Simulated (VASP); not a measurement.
TiAl3, 4 atoms in the cell. The structure is tetragonal, space group I4/mmm (No. 139). Conventional cell: a = 3.822 Å, b = 3.822 Å, c = 8.561 Å, α = 90.00°, β = 90.00°, γ = 90.00°. Ti (site symmetry 4/mmm) has 12 Al at 2.70 to 2.87 Å within 3.6 Å. Al (site symmetry -4m2) has 8 Al at 2.70 to 2.87 Å and 4 Ti at 2.87 Å within 3.6 Å. Al (site symmetry 4/mmm) has 4 Ti at 2.70 Å and 8 Al at 2.87 Å within 3.6 Å. 

```yaml
Program: VASP 6.6.1
Task: vibrations by perturbation theory
Functional: LDA
Potentials_or_basis: VASP PAW LDA potentials, release 64 (Ti_sv, Al)
Cutoff: 520 eV
k_mesh: 7 × 7 × 7
Occupations: fermi-dirac, width 0.05 eV
Spin: no spin polarisation
Dipole_correction: no
Further_INCAR_settings: ALGO = Fast; EDIFF = 1e-08; NBANDS = 18; IBRION = 8; NSW = 1
```

Potentials or basis: VASP PAW LDA potentials, release 64 (Ti_sv, Al).

The run is started by

```bash
$ cat potpaw_LDA.64/Ti_sv/POTCAR potpaw_LDA.64/Al/POTCAR > POTCAR
$ mpirun -np 1 vasp_std > vasp.out
```

Hardware: 1 thread of Intel(R) Xeon(R) Platinum 8375C CPU @ 2.90GHz (Ice Lake) (shared host).

Estimate the wall time of this run.

Wall time 28 min on 1 thread of Intel(R) Xeon(R) Platinum 8375C CPU @ 2.90GHz (Ice Lake), with other jobs on the host, peak memory 0.5 GiB. Counts: scf iterations 192, k points 40.
